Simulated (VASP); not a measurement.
# Ge (R-3) in VASP: notebook, part 2 of 2

VASP 6.6.1. Earlier steps stand in the parts before.

## (3) Single point, PBEsol

This run uses another cell than the first one, of 21.63 Å³/atom.

INCAR

```
PREC = Accurate ; ENCUT = 520
EDIFF = 1E-7 ; ISMEAR = 1
SIGMA = 0.1 ; LREAL = F
LASPH = T ; NELM = 100
ALGO = Normal ; ISIF = 2
LWAVE = F ; LCHARG = F
GGA = PS ; NBANDS = 66
```

KPOINTS

```
Automatic mesh
0
Gamma
  5 5 5
```

POSCAR

```
Ge
1.0
    6.1199330000      0.0000000000      0.0000000000
   -2.0906710333      5.7517540416      0.0000000000
   -2.0906710333     -2.9844238633      4.9168982864
Ge
8
Direct
    0.7144810000      0.7144810000      0.7144810000
    0.2855190000      0.2855190000      0.2855190000
    0.0269300000      0.7217670000      0.5300530000
    0.5300530000      0.0269300000      0.7217670000
    0.7217670000      0.5300530000      0.0269300000
    0.9730700000      0.2782330000      0.4699470000
    0.4699470000      0.9730700000      0.2782330000
    0.2782330000      0.4699470000      0.9730700000
```

Potentials or basis: VASP PAW PBE potentials, release 64 (Ge_d).

On the command line:

```
$ cat potpaw_PBE.64/Ge_d/POTCAR > POTCAR
$ mpirun -np 1 vasp_std > vasp.out
```

OUTCAR:

```text
PREC = Accurate
   ENCUT = 520
   EDIFF = 1E-7
   ISMEAR = 1
   LREAL = F
   LASPH = T
   NELM = 100
   ISIF = 2
   GGA = PS

 ion  position               nearest neighbor table
   1  0.714  0.714  0.714-   5 2.53   3 2.53   4 2.53   2 2.56
   2  0.286  0.286  0.286-   8 2.53   6 2.53   7 2.53   1 2.56
   3  0.027  0.722  0.530-   6 2.50   1 2.53   5 2.54   4 2.54
   4  0.530  0.027  0.722-   7 2.50   1 2.53   3 2.54   5 2.54
   5  0.722  0.530  0.027-   8 2.50   1 2.53   3 2.54   4 2.54
   6  0.973  0.278  0.470-   3 2.50   2 2.53   8 2.54   7 2.54
   7  0.470  0.973  0.278-   4 2.50   2 2.53   6 2.54   8 2.54
   8  0.278  0.470  0.973-   5 2.50   2 2.53   6 2.54   7 2.54

  LATTYP: Found a trigonal (rhomboedric) cell.
 ALAT       =     6.1199330000
 COS(alpha) =    -0.3416166539

  Lattice vectors:

 A1 = (   6.1199330000,   0.0000000000,   0.0000000000)
 A2 = (  -2.0906710333,   5.7517540416,   0.0000000000)
 A3 = (  -2.0906710333,  -2.9844238633,   4.9168982864)

Analysis of symmetry for initial positions (statically):
=====================================================================
 Subroutine PRICEL returns:
 Original cell was already a primitive cell.

 Routine SETGRP: Setting up the symmetry group for a
 trigonal (rhombohedral) supercell.

 Subroutine GETGRP returns: Found  6 space group operations
 (whereof  6 operations were pure point group operations)
 out of a pool of 12 trial point group operations.

The static configuration has the point symmetry S_6 .

Analysis of symmetry for dynamics (positions and initial velocities):
=====================================================================
 Subroutine PRICEL returns:
 Original cell was already a primitive cell.

 Routine SETGRP: Setting up the symmetry group for a
 trigonal (rhombohedral) supercell.

 Subroutine GETGRP returns: Found  6 space group operations
 (whereof  6 operations were pure point group operations)
 out of a pool of 12 trial point group operations.

The dynamic configuration has the point symmetry S_6 .

 Subroutine INISYM returns: Found  6 space group operations
 (whereof  6 operations are pure point group operations),
 and found     1 'primitive' translations

----------------------------------------------------------------------------------------

                                     Primitive cell

  volume of cell :     173.0765

  direct lattice vectors                    reciprocal lattice vectors
     6.119933000  0.000000000  0.000000000     0.163400482  0.059393474  0.105528308
    -2.090671033  5.751754042  0.000000000     0.000000000  0.173860007  0.105528308
    -2.090671033 -2.984423863  4.916898286     0.000000000  0.000000000  0.203380249

  length of vectors
     6.119933000  6.119933000  6.119933000     0.203380249  0.203380249  0.203380249

  position of ions in fractional coordinates (direct lattice)
     0.714481000  0.714481000  0.714481000
     0.285519000  0.285519000  0.285519000
     0.026930000  0.721767000  0.530053000
     0.530053000  0.026930000  0.721767000
[... 44 lines left out ...]
  0.000000  0.000000  0.000000      1.000000
  0.200000  0.000000  0.000000      6.000000
  0.400000  0.000000  0.000000      6.000000
  0.200000  0.200000  0.000000      6.000000
  0.400000  0.200000  0.000000      6.000000
 -0.400000  0.000000 -0.200000      6.000000
[... 15 lines left out ...]
  0.400000  0.400000  0.400000      2.000000
 -0.400000  0.400000  0.400000      6.000000
   k-points           NKPTS =     23   k-points in BZ     NKDIM =     23   number of bands    NBANDS=     66
   number of dos      NEDOS =    301   number of ions     NIONS =      8
   total plane-waves  NPLWV = 110592
   dimension x,y,z NGX =    48 NGY =   48 NGZ =   48
   dimension x,y,z NGXF=    96 NGYF=   96 NGZF=   96
   ions per type =               8
   NGX,Y,Z   is equivalent  to a cutoff of  13.04, 13.04, 13.04 a.u.
   NGXF,Y,Z  is equivalent  to a cutoff of  26.08, 26.08, 26.08 a.u.
 SYSTEM =  unknown system
   PREC   = accura    normal or accurate (medium, high low for compatibility)
   ISTART =      0    job   : 0-new  1-cont  2-samecut
   ICHARG =      2    charge: 1-file 2-atom 10-const
   ISPIN  =      1    spin polarized calculation?
   LNONCOLLINEAR =      F non collinear calculations
   LSORBIT =      F    spin-orbit coupling
   LASPH  =      T    aspherical Exc in radial PAW
   ENCUT  =  520.0 eV  38.22 Ry    6.18 a.u.  11.38 11.38 11.38*2*pi/ulx,y,z
   NELM   =    100;   NELMIN=  2; NELMDL= -5     # of ELM steps
   EDIFF  = 0.1E-06   stopping-criterion for ELM
   LREAL  =      F    real-space projection
   EDIFFG = 0.1E-05   stopping-criterion for IOM
   NSW    =      0    number of steps for IOM
   IBRION =     -1    ionic relax: 0-MD 1-quasi-New 2-CG
   NFREE  =      0    steps in history (QN), initial steepest desc. (CG)
   ISIF   =      2    stress and relaxation
   ISYM   =      2    0-nonsym 1-usesym 2-fastsym
   POTIM  = 0.5000    time-step for ionic-motion
   TEBEG  =    0.0;   TEEND  =   0.0 temperature during run
   PSTRESS=    0.0 pullay stress
   NELECT =     112.0000    total number of electrons
   NUPDOWN=      -1.0000    fix difference up-down
   EMIN   =  10.00;   EMAX   =-10.00  energy-range for DOS
   EFERMI =   0.00;   METHOD = LEGACY
   ISMEAR =     1;   SIGMA  =   0.10  broadening in eV -4-tet -1-fermi 0-gaus
   EFERMI_NEDOS =   21; number of points for ismear=-14 and -15
   IALGO  =     38    algorithm
   IMIX   =      4    mixing-type and parameters
     AMIX     =   0.40;   BMIX     =  1.00
     AMIX_MAG =   1.60;   BMIX_MAG =  1.00
  volume/ion in A,a.u.               =      21.63       146.00
  Fermi-wavevector in a.u.,A,eV,Ry     =   1.416016  2.675882 27.281053  2.005101
  Thomas-Fermi vector in A             =   2.537394
   LORBIT       =      0    0 simple, 1 ext, 2 COOP (PROOUT), +10 PAW based schemes
   GGA     = PS    functional components
   LHFCALC =     F    Hartree Fock is set to
   AEXX    =    0.0000 exact exchange contribution
   IVDW    =     0    specifies the selected vdW correction
   LEPSILON=     F    determine dielectric tensor
   LRPA    =     F    only Hartree local field effects (RPA)
 non-spin polarized calculation
 Methfessel and Paxton  Order N= 1 SIGMA  =   0.10
  energy-cutoff  :      520.00
  volume of cell :      173.08
 maximum number of plane-waves:      4676
 NGX is ok and might be reduce to    48
   NGX = 23   NGY = 23   NGZ = 23

 number of electron     111.9999986 magnetization

 Free energy of the ion-electron system (eV)
  ---------------------------------------------------
  ext. energy  EPLUGINS =         0.00000000
  ---------------------------------------------------
  free energy    TOTEN  =       -38.47406181 eV

  energy without entropy =      -38.47553467  energy(sigma->0) =      -38.47455276

 E-fermi :   5.0969     XC(G=0): -10.5343

 val. band max:        5.0643093915   @ k =  -0.2000   0.4000   0.2000
 cond. band min:       5.1874961847   @ k =  -0.4000   0.4000   0.4000
 fundamental gap:      0.1231867933
 Fermi energy:         5.0969165584

 k-point     1 :       0.0000    0.0000    0.0000
  band No.  band energies     occupation
      1     -19.5769      2.00000
      2     -19.5769      2.00000
      3     -19.5734      2.00000
      4     -19.5590      2.00000
      5     -19.5590      2.00000
      6     -19.5433      2.00000
[... 1576 lines left out ...]
     65       9.0542      0.00000
     66       9.1947      0.00000

------------------------ aborting loop because EDIFF is reached ----------------------------------------

  FORCE on cell =-STRESS in cart. coord.  units (eV):
  Direction    XX          YY          ZZ          XY          YZ          ZX
  --------------------------------------------------------------------------------------
  -------------------------------------------------------------------------------------
  Total       -3.4624889     -3.4510178     -3.4024334      0.0157794      0.0400218      0.0280364
  in kB      -32.0524165    -31.9462274    -31.4964794      0.1460704      0.3704840      0.2595340
  external PRESSURE =     -31.8317078 kB  Pullay stress =       0.0000000 kB

 VOLUME and BASIS-vectors are now :
 -----------------------------------------------------------------------------
  energy-cutoff  :      520.00
  volume of cell :      173.08
      direct lattice vectors                 reciprocal lattice vectors
     6.119933000  0.000000000  0.000000000     0.163400482  0.059393474  0.105528308
    -2.090671033  5.751754042  0.000000000     0.000000000  0.173860007  0.105528308
    -2.090671033 -2.984423863  4.916898286     0.000000000  0.000000000  0.203380249

 POSITION                                       TOTAL-FORCE (eV/Angst)
 -----------------------------------------------------------------------------------
      1.38509      1.97720      3.51303        -0.022152     -0.031622     -0.056186
      0.55350      0.79013      1.40387         0.022152      0.031622      0.056186
     -2.45233      2.56952      2.60622         0.015227      0.017988     -0.031569
      1.67861     -1.99916      3.54885        -0.039337      0.001903     -0.001003
      3.25270      2.96836      0.13241         0.011704     -0.037601      0.001107
      4.39092      0.19781      2.31068        -0.015227     -0.017988      0.031569
      0.25998      4.76649      1.36804         0.039337     -0.001903      0.001003
     -1.31411     -0.20103      4.78449        -0.011704      0.037601     -0.001107
 -----------------------------------------------------------------------------------
    total drift:                                0.000000      0.000000     -0.000000

  FREE ENERGIE OF THE ION-ELECTRON SYSTEM (eV)
  ---------------------------------------------------
  free  energy   TOTEN  =       -38.4740618058 eV

  energy  without entropy=      -38.4755346665  energy(sigma->0) =      -38.47455276
```

Wall time 4.4 min (1 thread of Intel Xeon Platinum 8375C at 2.90GHz (Ice Lake), shared host); peak memory 0.41 GiB.

What came out:

```
Free energy            : -38.4741 eV
Pressure               : -3.2 GPa
Largest force          : 0.068 eV/Å
Band gap on the k mesh : zero (bands 56 and 57 overlap by 0.21 eV)
```

Forces in eV/Å, atoms in the order of the input:
```
Ge  -0.022 -0.032 -0.056
Ge   0.022  0.032  0.056
Ge   0.015  0.018 -0.032
Ge  -0.039  0.002 -0.001
Ge   0.012 -0.038  0.001
Ge  -0.015 -0.018  0.032
Ge   0.039 -0.002  0.001
Ge  -0.012  0.038 -0.001
```

Caveat: the cell stands under tension; semilocal functionals underestimate gaps, so a narrow gap can read as zero; the PAW data sets were made with another functional, which shifts forces and pressure a little.
